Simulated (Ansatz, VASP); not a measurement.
# One calculation of Ca, two programs

The input INCAR:

```
ALGO = Fast
EDIFF = 1E-7
ENCUT = 520
GGA = RE
ISIF = 2
ISMEAR = -5
LASPH = True
LCHARG = False
LREAL = False
LWAVE = False
NBANDS = 11
NELM = 100
PREC = Accurate
SIGMA = 0.05
```

File KPOINTS:

```
k-points
0
Gamma
  9 9 9
```

File POSCAR:

```
Ca
1.0
   -2.2052049036      2.2052049036      2.1961148100
    2.2052049036     -2.2052049036      2.1961148100
    2.2052049036      2.2052049036     -2.1961148100
Ca
1
Direct
    0.5000000000      0.5000000000      0.0000000000
```

The input input.yaml:

```yaml
crystal:
  lattice:
    - [-2.2052049036, 2.2052049036, 2.19611481]
    - [2.2052049036, -2.2052049036, 2.19611481]
    - [2.2052049036, 2.2052049036, -2.19611481]
  atoms:
    - { symbol: Ca, position: [0.5, 0.5, 0.0] }
hamiltonian:
  xc: revpbe
  pseudopotentials: { kind: paw, partial_waves: polarizable }
kpoints:
  mp_grid: { grid: [9, 9, 9] }
scf:
  occupations: { method: tetrahedron }
output:
  forces: true
  stress: true
```

Alike in both runs: task single point; functional revPBE; k mesh 9 × 9 × 9; occupations tetrahedron; no spin polarisation.

|  | VASP | Ansatz |
| --- | --- | --- |
| version | VASP 6.6.1 | Ansatz 0.2.0 |
| potentials or method | VASP PAW PBE potentials, release 64 (Ca_sv) | Ansatz PAW polarizable |
| plane-wave cutoff (eV) | 520 | 420 |
| valence electrons in the cell | 10 | 10 |

```csv
,VASP,Ansatz,Ansatz less VASP
gap on the k mesh at the Fermi level (eV),none,none,-
pressure (GPa),0.3,0.3,0.00
"traceless stress, the component that is largest in VASP (GPa)",-0.13,-0.04,+0.089
```

VASP's potentials were made for PBE, not for revPBE. A gap of «none» marks a metal or a gap that the smearing closes.
